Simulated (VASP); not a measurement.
ZnGa2O4:

```
CELL_PARAMETERS angstrom
0.00000 4.17469 4.17469
4.17469 0.00000 4.17469
4.17469 4.17469 0.00000
ATOMIC_POSITIONS crystal
Zn 0.50000 0.50000 0.50000
Zn 0.75000 0.75000 0.75000
Ga 0.12500 0.12500 0.62500
Ga 0.12500 0.62500 0.12500
Ga 0.62500 0.12500 0.12500
Ga 0.12500 0.12500 0.12500
O 0.88639 0.34083 0.88639
O 0.36361 0.36361 0.90917
O 0.36361 0.36361 0.36361
O 0.90917 0.36361 0.36361
O 0.88639 0.88639 0.88639
O 0.34083 0.88639 0.88639
O 0.36361 0.90917 0.36361
O 0.88639 0.88639 0.34083
```

Program: VASP 6.6.1. Alike in all runs: task band structure; no spin polarisation; cell as given; k mesh 6 × 6 × 6; cutoff (eV) 520; smearing gaussian 0.03 eV.

Order these runs on this cell by their band gap on the k mesh, lowest first.
A. level TB-mBJ; potentials or basis VASP PAW PBE potentials, release 64 (Zn, Ga_d, O)
B. level r2SCAN; potentials or basis VASP PAW PBE potentials, release 64 (Zn, Ga_d, O)
C. level LDA; potentials or basis VASP PAW LDA potentials, release 64 (Zn, Ga_d, O)

C (2.52 eV), B (3.19 eV), A (4.59 eV).

Caveats: the cell stands under tension (at least some runs).

